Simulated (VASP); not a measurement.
# Co (P6_3/mmc) in VASP: further runs

The runs below take Co through single point, with PBE.

Program: VASP 6.6.1. These are calculated values, not measurements. Logs are shortened: lines on timing, memory, paths and dates and some standing lists are left out, and cuts for length are marked.

## Step 1: The cell of the first run

Symmetry: P6_3/mmc, No. 194, hexagonal system. Conventional cell: a = 2.493 Å, b = 2.493 Å, c = 4.032 Å, α = 90.00°, β = 90.00°, γ = 120.00°. Within 3.3 Å of Co (site symmetry -6m2) lie 12 Co at 2.48 to 2.49 Å.

## Step 2: Single point, PBE, collinear spin, ferromagnetic start

The input, INCAR:

```
PREC = Accurate
ENCUT = 520
EDIFF = 1E-7
ISMEAR = 0
SIGMA = 0.15
LREAL = False
LASPH = True
NELM = 150
ALGO = Normal
ISIF = 2
LWAVE = False
LCHARG = False
ISPIN = 2
MAGMOM = 0.825 0.825
LORBIT = 11
NUPDOWN = 1.65
LMAXMIX = 4
GGA = PE
NBANDS = 20
```

The input, KPOINTS:

```
regular mesh
0
Gamma
  24 24 12
```

The input, POSCAR:

```
Co
1.0
    2.4932834166      0.0000000000      0.0000000000
   -1.2466417083      2.1592467776      0.0000000000
    0.0000000000      0.0000000000      4.0323930238
Co
2
Direct
    0.6666666667      0.3333333333      0.2500000000
    0.3333333333      0.6666666667      0.7500000000
```

Potentials or basis: VASP PAW PBE potentials, release 64 (Co).

The run is started by

```bash
$ cat potpaw_PBE.64/Co/POTCAR > POTCAR
$ mpirun -np 1 vasp_std > vasp.out
```

OUTCAR:

```text
PREC = Accurate
   ENCUT = 520
   EDIFF = 1E-7
   ISMEAR = 0
   LREAL = False
   LASPH = True
   NELM = 150
   ISIF = 2
   ISPIN = 2
   LORBIT = 11
   NUPDOWN = 1.65
   GGA = PE

 ion  position               nearest neighbor table
   1  0.667  0.333  0.250-   2 2.48   2 2.48   2 2.48   2 2.48   2 2.48   2 2.48
   2  0.333  0.667  0.750-   1 2.48   1 2.48   1 2.48   1 2.48   1 2.48   1 2.48

  LATTYP: Found a hexagonal cell.
 ALAT       =     2.4932834166
 C/A-ratio  =     1.6173023079

  Lattice vectors:

 A1 = (   2.4932834166,   0.0000000000,   0.0000000000)
 A2 = (  -1.2466417083,   2.1592467776,   0.0000000000)
 A3 = (   0.0000000000,   0.0000000000,   4.0323930238)

Analysis of symmetry for initial positions (statically):
=====================================================================
 Subroutine PRICEL returns:
 Original cell was already a primitive cell.

 Routine SETGRP: Setting up the symmetry group for a
 hexagonal supercell.

 Subroutine GETGRP returns: Found 24 space group operations
 (whereof 12 operations were pure point group operations)
 out of a pool of 24 trial point group operations.

The static configuration has the point symmetry D_3d.
 The point group associated with its full space group is D_6h.

Analysis of symmetry for dynamics (positions and initial velocities):
=====================================================================
 Subroutine PRICEL returns:
 Original cell was already a primitive cell.

 Routine SETGRP: Setting up the symmetry group for a
 hexagonal supercell.

 Subroutine GETGRP returns: Found 24 space group operations
 (whereof 12 operations were pure point group operations)
 out of a pool of 24 trial point group operations.

The dynamic configuration has the point symmetry D_3d.
 The point group associated with its full space group is D_6h.

Analysis of structural, dynamic, and magnetic symmetry:
=====================================================================
 Subroutine PRICEL returns:
 Original cell was already a primitive cell.

 Routine SETGRP: Setting up the symmetry group for a
 hexagonal supercell.

 Subroutine GETGRP returns: Found 24 space group operations
 (whereof 12 operations were pure point group operations)
 out of a pool of 24 trial point group operations.

The overall configuration has the point symmetry D_3d.
 The point group associated with its full space group is D_6h.

 Subroutine INISYM returns: Found 24 space group operations
 (whereof 12 operations are pure point group operations),
 and found     1 'primitive' translations

----------------------------------------------------------------------------------------

                                     Primitive cell

  volume of cell :      21.7088

  direct lattice vectors                    reciprocal lattice vectors
     2.493283417  0.000000000  0.000000000     0.401077548  0.231562230  0.000000000
    -1.246641708  2.159246778  0.000000000     0.000000000  0.463124461  0.000000000
     0.000000000  0.000000000  4.032393024     0.000000000  0.000000000  0.247991700

  length of vectors
     2.493283417  2.493283417  4.032393024     0.463124461  0.463124461  0.247991700

  position of ions in fractional coordinates (direct lattice)
     0.666666667  0.333333333  0.250000000
     0.333333333  0.666666667  0.750000000

  ion indices of the primitive-cell ions
   primitive index   ion index
                 1           1
                 2           2

----------------------------------------------------------------------------------------

 KPOINTS: regular mesh

Automatic generation of k-mesh.
 Grid dimensions read from file:
 generate k-points for:   24   24   12

 Generating k-lattice:

  Cartesian coordinates                     Fractional coordinates (reciprocal lattice)
     0.016711565  0.009648426  0.000000000     0.041666667  0.000000000  0.000000000
     0.000000000  0.019296853  0.000000000     0.000000000  0.041666667  0.000000000
     0.000000000  0.000000000  0.020665975     0.000000000  0.000000000  0.083333333

  Length of vectors
     0.019296853  0.019296853  0.020665975

  Shift w.r.t. Gamma in fractional coordinates (k-lattice)
     0.000000000  0.000000000  0.000000000

 Subroutine IBZKPT returns following result:
 ===========================================

 Found    427 irreducible k-points:

 Following reciprocal coordinates:
            Coordinates               Weight
  0.000000  0.000000  0.000000      1.000000
  0.041667 -0.000000  0.000000      6.000000
  0.083333 -0.000000  0.000000      6.000000
  0.125000 -0.000000  0.000000      6.000000
  0.166667 -0.000000  0.000000      6.000000
  0.208333  0.000000  0.000000      6.000000
[... 16 lines left out ...]
  0.416667  0.041667  0.000000     12.000000
  0.458333  0.041667  0.000000     12.000000
 [... further k-points ...]
   k-points           NKPTS =    427   k-points in BZ     NKDIM =    427   number of bands    NBANDS=     20
   number of dos      NEDOS =    301   number of ions     NIONS =      2
   total plane-waves  NPLWV =  12000
   dimension x,y,z NGX =    20 NGY =   20 NGZ =   30
   dimension x,y,z NGXF=    40 NGYF=   40 NGZF=   60
   ions per type =               2
   NGX,Y,Z   is equivalent  to a cutoff of  13.34, 13.34, 12.37 a.u.
   NGXF,Y,Z  is equivalent  to a cutoff of  26.67, 26.67, 24.74 a.u.
 SYSTEM =  unknown system
   PREC   = accura    normal or accurate (medium, high low for compatibility)
   ISTART =      0    job   : 0-new  1-cont  2-samecut
   ICHARG =      2    charge: 1-file 2-atom 10-const
   ISPIN  =      2    spin polarized calculation?
   LNONCOLLINEAR =      F non collinear calculations
   LSORBIT =      F    spin-orbit coupling
   LASPH  =      T    aspherical Exc in radial PAW
   ENCUT  =  520.0 eV  38.22 Ry    6.18 a.u.   4.64  4.64  7.50*2*pi/ulx,y,z
   NELM   =    150;   NELMIN=  2; NELMDL= -5     # of ELM steps
   EDIFF  = 0.1E-06   stopping-criterion for ELM
   LREAL  =      F    real-space projection
   EDIFFG = 0.1E-05   stopping-criterion for IOM
   NSW    =      0    number of steps for IOM
   IBRION =     -1    ionic relax: 0-MD 1-quasi-New 2-CG
   NFREE  =      0    steps in history (QN), initial steepest desc. (CG)
   ISIF   =      2    stress and relaxation
   ISYM   =      2    0-nonsym 1-usesym 2-fastsym
   POTIM  = 0.5000    time-step for ionic-motion
   TEBEG  =    0.0;   TEEND  =   0.0 temperature during run
   PSTRESS=    0.0 pullay stress
   NELECT =      18.0000    total number of electrons
   NUPDOWN=       1.6500    fix difference up-down
   EMIN   =  10.00;   EMAX   =-10.00  energy-range for DOS
   EFERMI =   0.00;   METHOD = LEGACY
   ISMEAR =     0;   SIGMA  =   0.15  broadening in eV -4-tet -1-fermi 0-gaus
   EFERMI_NEDOS =   21; number of points for ismear=-14 and -15
   IALGO  =     38    algorithm
   IMIX   =      4    mixing-type and parameters
     AMIX     =   0.40;   BMIX     =  1.00
     AMIX_MAG =   1.60;   BMIX_MAG =  1.00
  volume/ion in A,a.u.               =      10.85        73.25
  Fermi-wavevector in a.u.,A,eV,Ry     =   1.537990  2.906379 32.183385  2.365412
  Thomas-Fermi vector in A             =   2.644421
   LORBIT       =     11    0 simple, 1 ext, 2 COOP (PROOUT), +10 PAW based schemes
   GGA     = PE    functional components
   LHFCALC =     F    Hartree Fock is set to
   AEXX    =    0.0000 exact exchange contribution
   IVDW    =     0    specifies the selected vdW correction
   LEPSILON=     F    determine dielectric tensor
   LRPA    =     F    only Hartree local field effects (RPA)
 spin polarized calculation
 Gauss-broadening in eV      SIGMA  =   0.15
  energy-cutoff  :      520.00
  volume of cell :       21.71
 maximum number of plane-waves:       602
 NGX is ok and might be reduce to    20
   NGX =  9   NGY =  9   NGZ = 15

 number of electron      17.9999997 magnetization       1.6500000

 Free energy of the ion-electron system (eV)
  ---------------------------------------------------
  ext. energy  EPLUGINS =         0.00000000
  ---------------------------------------------------
  free energy    TOTEN  =       -13.79281221 eV

  energy without entropy =      -13.73036376  energy(sigma->0) =      -13.76158798

 E-fermi :  10.2865     XC(G=0): -13.4123

 val. band max:       10.2862795903   @ k =   0.0417   0.0417   0.4167
 cond. band min:       9.9249510153   @ k =   0.3333   0.1250   0.0000
 fundamental gap:     -0.3613285750
 Fermi energy:         9.9241552005

 spin component 1

 k-point     1 :       0.0000    0.0000    0.0000
  band No.  band energies     occupation
      1       1.3568      1.00000
      2       5.3305      1.00000
      3       7.9691      1.00000
      4       8.0018      1.00000
      5       8.0018      1.00000
      6       8.3227      1.00000
[... 12 lines left out ...]
     19      36.1998      0.00000
     20      36.1998      0.00000
[... 507 lines left out ...]
 k-point    24 :       0.4583    0.0417    0.0000
  band No.  band energies     occupation
      1       5.7179      1.00000
      2       5.8179      1.00000
      3       6.0600      1.00000
      4       7.8153      1.00000
      5       7.8454      1.00000
      6       8.0321      1.00000
[... 12 lines left out ...]
     19      32.8697      0.00000
     20      34.8046      0.00000

 [... further k-points ...]

 spin component 2

 k-point     1 :       0.0000    0.0000    0.0000
  band No.  band energies     occupation
      1       1.3123      1.00000
      2       5.8051      1.00000
      3       8.8135      1.00000
      4       8.8379      1.00000
      5       8.8379      1.00000
      6       9.1870      1.00000
[... 12 lines left out ...]
     19      36.3115      0.00000
     20      36.3115      0.00000
[... 507 lines left out ...]
 k-point    24 :       0.4583    0.0417    0.0000
  band No.  band energies     occupation
      1       6.1427      1.00000
      2       6.4175      1.00000
      3       6.7076      1.00000
      4       8.1803      1.00000
      5       8.6927      1.00000
      6       8.8293      1.00000
[... 12 lines left out ...]
     19      33.0582      0.00000
     20      34.9238      0.00000

 [... further k-points ...]
[... 5 lines left out ...]
  --------------------------------------------------------------------------------------
  -------------------------------------------------------------------------------------
  Total       -1.1400246     -1.1400246     -1.3171833      0.0000000      0.0000000     -0.0000000
  in kB      -84.1371942    -84.1371942    -97.2120316      0.0000000      0.0000000     -0.0000000
  external PRESSURE =     -88.4954733 kB  Pullay stress =       0.0000000 kB

 VOLUME and BASIS-vectors are now :
 -----------------------------------------------------------------------------
  energy-cutoff  :      520.00
  volume of cell :       21.71
      direct lattice vectors                 reciprocal lattice vectors
     2.493283417  0.000000000  0.000000000     0.401077548  0.231562230  0.000000000
    -1.246641708  2.159246778  0.000000000     0.000000000  0.463124461  0.000000000
     0.000000000  0.000000000  4.032393024     0.000000000  0.000000000  0.247991700

 POSITION                                       TOTAL-FORCE (eV/Angst)
 -----------------------------------------------------------------------------------
      1.24664      0.71975      1.00810         0.000000     -0.000000      0.000000
     -0.00000      1.43950      3.02429        -0.000000      0.000000      0.000000
 -----------------------------------------------------------------------------------
    total drift:                                0.000000     -0.000000     -0.000000

  FREE ENERGIE OF THE ION-ELECTRON SYSTEM (eV)
  ---------------------------------------------------
  free  energy   TOTEN  =       -13.7928122083 eV

  energy  without entropy=      -13.7303637570  energy(sigma->0) =      -13.76158798

 total charge

# of ion       s       p       d       tot
------------------------------------------
    1        0.481   0.514   7.277   8.272
    2        0.481   0.514   7.277   8.272
--------------------------------------------------
tot          0.963   1.027  14.554  16.544

 magnetization (x)

# of ion       s       p       d       tot
------------------------------------------
    1       -0.012  -0.038   0.891   0.842
    2       -0.012  -0.038   0.891   0.842
--------------------------------------------------
tot         -0.023  -0.075   1.782   1.683
```

Wall time 2.6 min (1 thread of Intel Xeon 6975P-C (Granite Rapids), shared host); peak memory 0.35 GiB.

What came out:

| Item | Value |
| --- | --- |
| Free energy | -13.7928 eV |
| Pressure | -8.8 GPa |
| Net moment | 1.65 μB per cell |
| Site moments | Co +0.84 μB |
| Valence electrons inside the program's atomic spheres | Co 8.27 |

Caveat: the total moment is fixed, so each spin has its own Fermi level.

## Step 3: Single point, PBE, collinear spin, ferromagnetic start

This run uses another cell than the first one, of 9.04 Å³/atom, 0.833 times its volume.

The input, INCAR:

```
  PREC = Accurate
  ENCUT = 520
  EDIFF = 1E-6
  ISMEAR = 0
  SIGMA = 0.15
  LREAL = False
  LASPH = True
  NELM = 150
  ALGO = Fast
  ISIF = 2
  LWAVE = False
  LCHARG = False
  ISPIN = 2
  MAGMOM = 0.275 0.275
  LORBIT = 11
  NUPDOWN = 0.55
  LMAXMIX = 4
  GGA = PE
  NBANDS = 20
```

KPOINTS is that of step 2.

The input, POSCAR:

```
Co
1.0
    2.3462389646      0.0000000000      0.0000000000
   -1.1731194823      2.0319025467      0.0000000000
    0.0000000000      0.0000000000      3.7945776923
Co
2
Direct
    0.6666666667      0.3333333333      0.2500000000
    0.3333333333      0.6666666667      0.7500000000
```

Potentials or basis: VASP PAW PBE potentials, release 64 (Co).

The run is started by

```bash
$ cat potpaw_PBE.64/Co/POTCAR > POTCAR
$ mpirun -np 1 vasp_std > vasp.out
```

Wall time 9.7 min (1 thread of AMD EPYC 7R13, shared host); peak memory 0.28 GiB.

It converged, with:

* Free energy: -13.3735 eV
* Pressure: 45.0 GPa
* Net moment: 0.55 μB per cell
* Site moments: Co +0.27 μB
* Valence electrons inside the program's atomic spheres: Co 8.69

Stress tensor (GPa, compression positive):
```
45.24  0.00  0.00
 0.00 45.24  0.00
 0.00  0.00 44.63
```

Caveat: the total moment is fixed, so each spin has its own Fermi level.

[end of part 1 of 2]
